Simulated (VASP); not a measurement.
Here is a VASP 6.6.1 calculation.

POSCAR

```
C
1.0
    2.4559814330      0.0000000000      0.0000000000
   -1.2279907165      2.1269423122      0.0000000000
    0.0000000000      0.0000000000      7.0275440688
C
4
Direct
    0.0000000000      0.0000000000      0.0000000000
    0.3333333333      0.6666666667      0.0000000000
    0.0000000000      0.0000000000     -0.5000000000
    0.6666666667      0.3333333333     -0.5000000000
```

The input INCAR.step1:

```
ALGO = Normal ; EDIFF = 1E-4
ENCUT = 520 ; GGA = PE
ISMEAR = 0 ; LASPH = T
LCHARG = F ; LREAL = F
LWAVE = T ; NBANDS = 16
NELM = 60 ; PREC = Accurate
SIGMA = 0.05
```

Contents of INCAR.step2:

```
ALGO = Normal ; EDIFF = 1E-7
ENCUT = 520 ; ISIF = 2
ISMEAR = 0 ; ISTART = 1
LASPH = T ; LCHARG = F
LMIXTAU = T ; LREAL = F
LWAVE = F ; METAGGA = R2SCAN
NBANDS = 16 ; NELM = 60
PREC = Accurate ; SIGMA = 0.05
```

Contents of KPOINTS:

```
k-points
0
Gamma
  12 12 4
```

Potentials or basis: VASP PAW PBE potentials, release 64 (C).

The run is started by

```sh
$ cat potpaw_PBE.64/C/POTCAR > POTCAR
$ cp INCAR.step1 INCAR
$ mpirun -np 1 vasp_std > vasp.out
$ cp INCAR.step2 INCAR
$ mpirun -np 1 vasp_std > vasp.out
```

Task: What does it give for the pressure?

Result: 0.7 GPa.

Task: Estimate the band gap on the k mesh.

Result: Zero (band 8 reaches 4.29 eV, above the bottom of band 9 at 4.28 eV).

Stress tensor (GPa, compression positive):
```
 1.03  0.00  0.00
 0.00  1.03  0.00
 0.00  0.00 -0.10
```

Caveat: the PAW data sets were made with another functional, which shifts forces and pressure a little.
